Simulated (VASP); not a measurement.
Input of a VASP 6.6.1 run:

Contents of POSCAR:

```
CuI
1.0
    4.0947523411      0.0000000000      0.0000000000
   -2.0473761706      3.5461595496      0.0000000000
    0.0000000000      0.0000000000      7.2100234404
Cu I
2 2
Direct
    0.6666666667      0.3333333333      0.5926419590
    0.3333333333      0.6666666667      0.4073580410
    0.3333333333      0.6666666667      0.7644976531
    0.6666666667      0.3333333333      0.2355023469
```

Contents of INCAR.step1:

```
PREC = Accurate ; ENCUT = 520
ISMEAR = 0 ; SIGMA = 0.01
LREAL = F ; LASPH = T
NELM = 80 ; NBANDS = 26
GGA = PE ; ALGO = Normal
EDIFF = 1E-4 ; LWAVE = T
LCHARG = F
```

INCAR.step2

```
PREC = Accurate ; ENCUT = 520
EDIFF = 1E-7 ; ISMEAR = 0
SIGMA = 0.01 ; LREAL = F
LASPH = T ; NELM = 80
ALGO = Normal ; ISIF = 2
LWAVE = F ; LCHARG = F
METAGGA = R2SCAN ; LMIXTAU = T
NBANDS = 26 ; ISTART = 1
```

The input KPOINTS:

```
Automatic mesh
0
Gamma
  12 12 4
```

Potentials or basis: VASP PAW PBE potentials, release 64 (Cu, I).

Launch:

```bash
$ cat potpaw_PBE.64/Cu/POTCAR potpaw_PBE.64/I/POTCAR > POTCAR
$ cp INCAR.step1 INCAR
$ mpirun -np 1 vasp_std > vasp.out
$ cp INCAR.step2 INCAR
$ mpirun -np 1 vasp_std > vasp.out
```

**Question.** Predict the pressure.

**Answer.** 1.0 GPa.

**Question.** Predict the band gap on the k mesh.

**Answer.** 2.14 eV.

Forces on the atoms (eV/Å):
```
Cu   0.000  0.000  0.002
Cu   0.000  0.000 -0.002
I    0.000  0.000 -0.002
I    0.000  0.000  0.002
```

Caveat: the PAW data sets were made with another functional, which shifts forces and pressure a little; spin-orbit coupling is left out, which moves the levels of the heavy elements. A k mesh can miss the band edges.
